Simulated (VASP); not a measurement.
# Li3TaO4: single point with PBEsol

Li3TaO4:

```
CELL_PARAMETERS angstrom
-2.04226 2.04226 4.25296
2.04226 -2.04226 4.25296
2.04226 2.04226 -4.25296
ATOMIC_POSITIONS crystal
Li 0.50000 0.50000 0.00000
Li 0.25000 0.75000 0.50000
Li 0.75000 0.25000 0.50000
Ta 0.00000 0.00000 0.00000
O 0.00000 0.50000 0.50000
O 0.77426 0.77426 0.00000
O 0.50000 0.00000 0.50000
O 0.22574 0.22574 0.00000
```

```yaml
Program: VASP 6.6.1
Task: single point
Functional: PBEsol
Potentials_or_basis: VASP PAW PBE potentials, release 64 (Li_sv, Ta_pv, O)
Cutoff: 520 eV
k_mesh: 10 × 10 × 10
Occupations: gaussian, width 0.02 eV
Spin: no spin polarisation
Dipole_correction: no
k_mesh_for_the_DOS: 15 × 15 × 15
Occupations_for_the_DOS: tetrahedron
Further_INCAR_settings: ALGO = Normal; EDIFF = 1e-06
```

* Valence electrons inside the program's atomic spheres: Li 2.08, 2.09 (each value once); Ta 8.86; O 5.08, 5.04 (each value once)

Levels at points of the mesh, in eV from the valence-band top:
```
           k point  band 19  band 20  band 21  band 22  band 23  band 24  band 25  band 26
(0.00, 0.00, 0.00)    -2.02    -0.18    -0.18    -0.05     1.53     4.21     4.21     5.77
```

It took 9.9 min on 1 thread of Intel(R) Xeon(R) Platinum 8488C (Sapphire Rapids) (shared host), peak memory 0.59 GiB.

Caveat: spin-orbit coupling is left out, which moves the levels of the heavy elements.
